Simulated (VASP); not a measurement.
## C: single point with PBE

C:

```
C
1.0
     0.00000    1.83913    1.83913
     1.78340    0.05573    1.78340
     1.78340    1.78340    0.05573
C
2
Direct
  0.50000 0.50000 0.50000
  0.75000 0.75000 0.75000
```

This cell differs from its parent crystal: strain +0.0625 x Voigt [0, 0, 0, 1, 0, 0].

```yaml
Program: VASP 6.6.1
Task: single point
Functional: PBE
Potentials_or_basis: VASP PAW PBE potentials, release 64 (C)
Cutoff: 520 eV
k_mesh: 12 × 12 × 12
Occupations: gaussian, width 0.05 eV
Spin: no spin polarisation
```

```yaml
Pressure: 4.5 GPa
Largest_force: 0.204 eV/Å
Band_gap_on_the_k_mesh: 3.56 eV, indirect (least direct gap 4.63 eV)
```

Forces on the atoms (eV/Å):
```
C    0.204  0.000  0.000
C   -0.204  0.000  0.000
```

Stress tensor (GPa, compression positive):
```
  3.00   0.00   0.00
  0.00   5.30 -35.74
  0.00 -35.74   5.30
```

Levels at points of the mesh, in eV from the valence-band top:
| k point | band 2 | band 3 | band 4 | band 5 | band 6 | band 7 |
| --- | --- | --- | --- | --- | --- | --- |
| (0.00, 0.00, 0.00) | -0.10 | -0.02 | 0.00 | 4.63 | 5.34 | 6.53 |
| (0.50, 0.00, 0.00) | -13.39 | -2.59 | -2.50 | 7.81 | 9.15 | 9.85 |
| (0.00, 0.50, 0.00) | -13.46 | -3.20 | -3.00 | 7.76 | 7.78 | 9.12 |
| (0.50, 0.50, 0.00) | -12.81 | -6.31 | -6.31 | 4.73 | 4.73 | 16.57 |
| (0.00, 0.50, 0.50) | -12.47 | -6.94 | -5.68 | 3.56 | 6.02 | 16.76 |

Wall time 42 s on 1 thread of AMD EPYC 7R43 64-Core Processor (Zen 3), on a shared host, peak memory 0.1 GiB.

Caveat: the cell differs from its parent crystal (strain +0.0625 x Voigt [0, 0, 0, 1, 0, 0]). A k mesh can miss the band edges.
